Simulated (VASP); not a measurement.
**Cr: relaxation of cell and atoms with PBE**

Cr:

```
CELL_PARAMETERS angstrom
0.00000 1.77176 1.77176
1.77176 0.00000 1.77176
1.77176 1.77176 0.00000
ATOMIC_POSITIONS crystal
Cr 0.00000 0.00000 0.00000
```

```
Program                : VASP 6.6.1
Task                   : relaxation of cell and atoms
Functional             : PBE
Potentials or basis    : VASP PAW PBE potentials, release 64 (Cr_pv)
Cutoff                 : 600 eV
k mesh                 : 20 × 20 × 20
Occupations            : fermi-dirac, width 0.05 eV
Spin                   : collinear spin, ferromagnetic start
Starting moments       : [3.0] μB
Dipole correction      : no
Further INCAR settings : ALGO = Normal; EDIFF = 1e-06; IBRION = 2; EDIFFG = -0.005; NSW = 100; ISIF = 3
```

The relaxed volume is 11.86 Å³/atom, the relaxed cell is a = 2.560 Å, b = 2.560 Å, c = 2.560 Å, α = 60.00°, β = 60.00°, γ = 60.00° and the space group after relaxing (to 0.05 Å) is Fm-3m (No. 225). The energy gained by relaxing is 37.7 meV/atom, the ionic steps are 4 and the pressure after relaxing is -0.1 GPa. The band gap on the k mesh is zero (filled and empty bands overlap) and the net moment is 0.00 μB per cell. The valence electrons inside the program's atomic spheres are Cr 11.02.

Step by step:
| step | energy change (eV) | largest force (eV/Å) | pressure (GPa) | volume (Å³) |
| --- | --- | --- | --- | --- |
| 1 | 0.0000 | 0.0000 | 17.38 | 11.12 |
| 2 | 0.0530 | 0.0000 | -20.04 | 13.18 |
| 3 | -0.0377 | 0.0000 | -0.43 | 11.88 |
| 4 | -0.0377 | 0.0000 | -0.06 | 11.86 |

Final structure:
```
Cr
1.0
     0.00000    1.81011    1.81011
     1.81011    0.00000    1.81011
     1.81011    1.81011    0.00000
Cr
1
Direct
  0.00000 0.00000 0.00000
```

Levels at points of the mesh, in eV from the Fermi level:
Spin up:
```tsv
k point	band 2	band 3	band 4	band 5	band 6	band 7	band 8	band 9	band 10	band 11
(0.00, 0.00, 0.00)	-42.36	-42.36	-7.50	-0.43	-0.43	-0.43	1.34	1.34	7.53	19.82
(0.50, 0.00, 0.00)	-42.47	-42.47	-3.90	-0.55	-0.55	0.83	2.54	2.54	7.52	9.39
(0.50, 0.50, 0.00)	-42.66	-42.66	-4.11	-3.27	2.51	2.85	2.85	3.72	7.52	12.38
```
Spin down:
| k point | band 3 | band 4 | band 5 | band 6 | band 7 | band 8 | band 9 | band 10 |
| --- | --- | --- | --- | --- | --- | --- | --- | --- |
| (0.00, 0.00, 0.00) | -42.36 | -7.50 | -0.43 | -0.43 | -0.43 | 1.34 | 1.34 | 7.53 |
| (0.50, 0.00, 0.00) | -42.47 | -3.90 | -0.55 | -0.55 | 0.83 | 2.54 | 2.54 | 7.52 |
| (0.50, 0.50, 0.00) | -42.66 | -4.11 | -3.27 | 2.51 | 2.85 | 2.85 | 3.72 | 7.52 |

Wall time 110 s on 1 thread of Intel Xeon 6975P-C, with other jobs on the host, peak memory 0.19 GiB.

Caveat: the starting moments collapsed, and a magnetic state may lie lower.
